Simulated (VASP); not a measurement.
B: single point with PBE

The system is B.

```
B
1.0
     2.62893    0.00000    0.00000
    -1.31447    2.27672    0.00000
     0.00000    0.00000    3.35428
B
3
Cartesian
  0.8765 0.0000 1.1181
  -0.4382 0.7591 2.2362
  0.8762 1.5177 0.0000
```

```
Program                : VASP 6.6.1
Task                   : single point
Functional             : PBE
Potentials or basis    : VASP PAW PBE potentials, release 64 (B)
Cutoff                 : 520 eV
k mesh                 : 9 × 9 × 6
Occupations            : gaussian, width 0.1 eV
Spin                   : no spin polarisation
Dipole correction      : no
Further INCAR settings : ALGO = Normal; EDIFF = 1e-07; NBANDS = 12
```

| Item | Value |
| --- | --- |
| Pressure | -0.1 GPa |

Stress tensor (GPa, compression positive):
```
-0.28  0.00  0.00
 0.00 -0.28  0.00
 0.00  0.00  0.28
```

Levels at points of the mesh, in eV from the Fermi level:
```csv
k point,band 2,band 3,band 4,band 5,band 6,band 7,band 8,band 9
"(0.00, 0.00, 0.00)",-5.28,-5.28,4.18,4.18,4.18,4.19,13.54,13.54
"(0.00, 0.00, 0.50)",-13.08,2.70,3.84,3.84,7.91,7.91,7.91,7.91
```

It took 18 s on 1 thread of Intel Xeon 8259CL, with other jobs on the host, peak memory 0.13 GiB.
